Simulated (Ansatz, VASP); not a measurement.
Two plane-wave programs on HfN

```xyz
2
Lattice="0.0000 2.2508 2.2508 2.2508 0.0000 2.2508 2.2508 2.2508 0.0000" Properties=species:S:1:pos:R:3 pbc="T T T"
Hf    2.2508    2.2508    2.2508
N     0.0000    0.0000    0.0000
```

Alike in both runs: functional PBEsol; k mesh 16 × 16 × 16; occupations gaussian, width 0.1 eV; no spin polarisation.

Ansatz relaxed the structure, and its values are those at the end. VASP's run is a single point on that final structure, the one shown.

```csv
,VASP,Ansatz
version,VASP 6.6.1,Ansatz 0.2.0
potentials or method,"VASP PAW PBE potentials, release 64 (Hf_pv, N), cutoff 520 eV","scalar-relativistic, plane waves, PAW"
valence electrons in the cell,15,31
```

|  | VASP | Ansatz | Ansatz less VASP |
| --- | --- | --- | --- |
| gap on the k mesh at the Fermi level (eV) | none | none | - |
| pressure (GPa) | -2.2 | 0.0 | +2.18 |

VASP's potentials were made for PBE, not for PBEsol. A gap of «none» marks a metal or a gap that the smearing closes. With one functional, cell and mesh, what is left measures potentials, basis and numerics. VASP's potentials hold 15 valence electrons a cell and Ansatz's 31, so a difference there can come from the potentials and not from the codes.

Spin-orbit coupling is off throughout.
